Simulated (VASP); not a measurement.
Crystal: Bi3O.

```
CELL_PARAMETERS angstrom
4.84265 0.00000 0.00000
0.00000 4.84265 0.00000
0.00000 0.00000 4.84265
ATOMIC_POSITIONS crystal
Bi 0.00000 0.50000 0.50000
Bi 0.50000 0.00000 0.50000
Bi 0.50000 0.50000 0.00000
O 0.50000 0.50000 0.50000
```

The cell was generated, and may not be a known phase.

```yaml
Program: VASP 6.6.1
Task: relaxation of cell and atoms
Functional: PBE
Potentials_or_basis: VASP PAW PBE potentials, release 64 (Bi_d, O)
Cutoff: 600 eV
k_mesh: 4 × 4 × 4
Occupations: gaussian, width 0.1 eV
Spin: no spin polarisation
```

At the start: pressure 5.2 GPa; volume 28.39 Å³/atom.

Question: Where does the relaxation end?

Answer: Over 3 steps the energy falls by 35.4 meV/atom and the volume is 30.77 Å³/atom (+8.4 %); space group Pm-3m (No. 221, to 0.1 Å) before and after.

Step by step:
```
step  energy change (eV)  largest force (eV/Å)  pressure (GPa)  volume (Å³)
   1              0.0000                0.0000            5.17       113.57
   2             -0.0946                0.0000           -2.29       129.31
   3             -0.1417                0.0000           -0.01       123.08
```

Final structure:
```cif
data_structure
_symmetry_space_group_name_H-M 'P 1'
_symmetry_Int_Tables_number 1
_cell_length_a 4.9742
_cell_length_b 4.9742
_cell_length_c 4.9742
_cell_angle_alpha 90.000
_cell_angle_beta 90.000
_cell_angle_gamma 90.000
_cell_volume 123.08
loop_
_atom_site_label
_atom_site_type_symbol
_atom_site_fract_x
_atom_site_fract_y
_atom_site_fract_z
_atom_site_occupancy
Bi1 Bi 0.00000 0.50000 0.50000 1
Bi2 Bi 0.50000 0.00000 0.50000 1
Bi3 Bi 0.50000 0.50000 0.00000 1
O1 O 0.50000 0.50000 0.50000 1
```

Caveat: an odd number of electrons without spin polarisation forces a metal; a magnetic or distorted state may lie lower.
